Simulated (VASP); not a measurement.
Wanted: the native input for a VASP 6.6.1 run.

| Property | Result |
| --- | --- |
| Task | relaxation of cell and atoms |
| Functional | PBEsol |
| Potentials or basis | VASP PAW PBE potentials, release 64 (Be) |
| Cutoff | 600 eV |
| k mesh | 22 × 22 × 22 |
| Occupations | fermi-dirac, width 0.05 eV |
| Spin | no spin polarisation |
| Target pressure | 140 GPa |
| Dipole correction | no |
| Further INCAR settings | ALGO = Normal; EDIFF = 1e-06; IBRION = 2; EDIFFG = -0.005; NSW = 32; ISIF = 3 |

The structure of Be lies in POSCAR:

```
Be
1.0
    1.7473735114      0.0000000000      0.0000000000
    0.0000000000      1.7473735114      0.0000000000
    0.0000000000      0.0000000000      1.7473735114
Be
1
Direct
    0.0000000000      0.0000000000      0.0000000000
```

This isn't the form of Be at room conditions, which is hcp.

These files were run (other wordings do the same):

INCAR

```
  PREC = Accurate
  ENCUT = 600
  EDIFF = 1E-6
  ISMEAR = -1
  SIGMA = 0.05
  LREAL = F
  LASPH = T
  NELM = 60
  ALGO = Normal
  ISIF = 3
  LWAVE = F
  LCHARG = F
  GGA = PS
  IBRION = 2
  NSW = 32
  EDIFFG = -0.005
  PSTRESS = 1400.0
```

KPOINTS

```
Automatic mesh
0
Gamma
  22 22 22
```

Potentials or basis: VASP PAW PBE potentials, release 64 (Be).

Command:

```sh
$ cat potpaw_PBE.64/Be/POTCAR > POTCAR
$ mpirun -np 1 vasp_std > vasp.out
```

Results of the run:

```json
{
 "Relaxed volume": "5.35 Å³/atom",
 "Relaxed cell": "a = 1.749 Å, b = 1.749 Å, c = 1.749 Å, α = 90.00°, β = 90.00°, γ = 90.00°",
 "Space group after relaxing (to 0.1 Å)": "Pm-3m (No. 221)",
 "Energy change on relaxing (the run minimises the enthalpy)": "-13.3 meV/atom",
 "Ionic steps": "3",
 "Pressure after relaxing": "140.0 GPa",
 "Band gap on the k mesh": "zero (bands 1 and 2 overlap by 8.64 eV)"
}
```

Caveat: the cell is relaxed towards a set pressure, so the run minimises the enthalpy, not the energy; the PAW data sets were made with another functional, which shifts forces and pressure a little.

It took 12 s on 1 thread of Intel Xeon 8259CL (shared host), peak memory 0.11 GiB.
